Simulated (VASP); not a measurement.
A run of VASP 6.6.1 is set up as follows.

File POSCAR:

```
AlN
1.0
    6.2595139102      0.0000000601      0.0000000000
   -3.1297570100      5.4208980298      0.0000000000
    0.0000000000      0.0000000000      5.0174032950
Al N
8 8
Direct
    0.3335524029      0.1664661886      0.5000247806
    0.3335524029      0.6664661886      0.5000247806
    0.8335524029      0.1664661886      0.5000247806
    0.8335524029      0.6664661886      0.5000247806
    0.1664661886      0.3335524029      0.0000247806
    0.1664661886      0.8335524029      0.0000247806
    0.6664661886      0.3335524029      0.0000247806
    0.6664661886      0.8335524029      0.0000247806
    0.3319615438      0.1680198647      0.8799752194
    0.1680198647      0.3319615438      0.3799752194
    0.3319615438      0.6680198647      0.8799752194
    0.1680198647      0.8319615438      0.3799752194
    0.8319615438      0.1680198647      0.8799752194
    0.6680198647      0.3319615438      0.3799752194
    0.8319615438      0.6680198647      0.8799752194
    0.6680198647      0.8319615438      0.3799752194
```

File INCAR.step1:

```
  PREC = Accurate
  ENCUT = 520
  EDIFF = 1E-5
  ISMEAR = -1
  SIGMA = 0.01
  LREAL = Auto
  LASPH = True
  NELM = 120
  ALGO = Normal
  ISIF = 2
  LWAVE = True
  LCHARG = False
  NBANDS = 46
  GGA = PE
  GGA_COMPAT = False
  ISYM = -1
```

Contents of INCAR.step2:

```
  PREC = Accurate
  ENCUT = 520
  EDIFF = 1E-6
  ISMEAR = -1
  SIGMA = 0.01
  LREAL = Auto
  LASPH = True
  NELM = 120
  ALGO = Normal
  ISIF = 2
  LWAVE = False
  LCHARG = False
  GGA = PE
  LHFCALC = True
  HFSCREEN = 0.2079
  PRECFOCK = Fast
  NBANDS = 46
  ISTART = 1
  GGA_COMPAT = False
  ISYM = -1
```

The input KPOINTS:

```
explicit points
2
Reciprocal
  0.25000000   0.25000000   0.12500000 1
  0.25000000   0.25000000   0.62500000 1
```

Potentials or basis: VASP PAW PBE potentials, release 64 (Al, N).

Command:

```console
$ cat potpaw_PBE.64/Al/POTCAR potpaw_PBE.64/N/POTCAR > POTCAR
$ cp INCAR.step1 INCAR
$ mpirun -np 1 vasp_std > vasp.out
$ cp INCAR.step2 INCAR
$ mpirun -np 1 vasp_std > vasp.out
```

**Question.** What does it give for the band gap on the k mesh?

**Answer.** 7.19 eV.

**Question.** Predict the pressure.

**Answer.** -6.2 GPa.

**Question.** Predict the largest force.

**Answer.** 0.027 eV/Å.

Stress tensor (GPa, compression positive):
```
 -5.56  -4.18   0.06
 -4.18 -10.40   0.11
  0.06   0.11  -2.67
```

Caveat: the cell stands under tension; the PAW data sets were made with another functional, which shifts forces and pressure a little; a shifted mesh leaves out Γ, where band edges can lie. A k mesh can miss the band edges.
